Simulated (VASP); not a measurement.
AlNi, 2 atoms in the cell. The structure is tetragonal, space group P4/mmm (No. 123). Conventional cell: a = 2.649 Å, b = 2.649 Å, c = 2.869 Å, α = 90.00°, β = 90.00°, γ = 90.00°. Al (site symmetry 4/mmm) has 8 Ni at 2.36 Å and 6 Al at 2.65 to 2.87 Å within 3.1 Å. Within 3.1 Å of Ni (site symmetry 4/mmm) lie 8 Al at 2.36 Å and 6 Ni at 2.65 to 2.87 Å.  This cell differs from its parent crystal: normal strain along x -0.0733, normal strain along y -0.0733.

* Program: VASP 6.6.1
* Task: single point
* Functional: PBEsol
* Potentials or basis: VASP PAW PBE potentials, release 64 (Al, Ni)
* Cutoff: 520 eV
* k mesh: 16 × 16 × 16
* Occupations: gaussian, width 0.15 eV
* Spin: no spin polarisation
* Dipole correction: no
* Further INCAR settings: ALGO = Fast; EDIFF = 1e-06; NBANDS = 14

Potentials or basis: VASP PAW PBE potentials, release 64 (Al, Ni).

Run with:

```console
$ cat potpaw_PBE.64/Al/POTCAR potpaw_PBE.64/Ni/POTCAR > POTCAR
$ mpirun -np 1 vasp_std > vasp.out
```

Hardware: 1 thread of Intel(R) Xeon(R) 6975P-C (Granite Rapids), on a shared host.

Q: Estimate the wall time of this run.

A: Run time: 64 s on 1 thread of Intel(R) Xeon(R) 6975P-C (Granite Rapids), on a shared host, peak memory 0.28 GiB. Counts: scf iterations 15, k points 657.
